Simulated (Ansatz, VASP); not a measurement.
# CdSe: VASP beside Ansatz

```xyz
2
Lattice="0.0000 2.8746 2.8746 2.8746 0.0000 2.8746 2.8746 2.8746 0.0000" Properties=species:S:1:pos:R:3 pbc="T T T"
Cd    0.0000    0.0000    0.0000
Se    2.8746    2.8746    2.8746
```

Alike in both runs: functional PBE; k mesh 6 × 6 × 6; occupations gaussian, width 0.1 eV; no spin polarisation.

Ansatz relaxed the structure, and its values are those at the end. VASP's run is a single point on that final structure, the one shown.

```csv
,VASP,Ansatz
version,VASP 6.6.1,Ansatz 0.2.0
potentials or method,"VASP PAW PBE potentials, release 64 (Cd, Se), cutoff 500 eV","scalar-relativistic, plane waves, PAW"
valence electrons in the cell,18,36
```

VASP gave:

* gap on the k mesh at the Fermi level (eV): none
* pressure (GPa): 0.0

Q: Estimate Ansatz's values.

A: gap on the k mesh at the Fermi level (eV): none; pressure (GPa): -0.3.

A gap of «none» marks a metal or a gap that the smearing closes. VASP's potentials hold 18 valence electrons a cell and Ansatz's 36, so a difference there can come from the potentials and not from the codes.
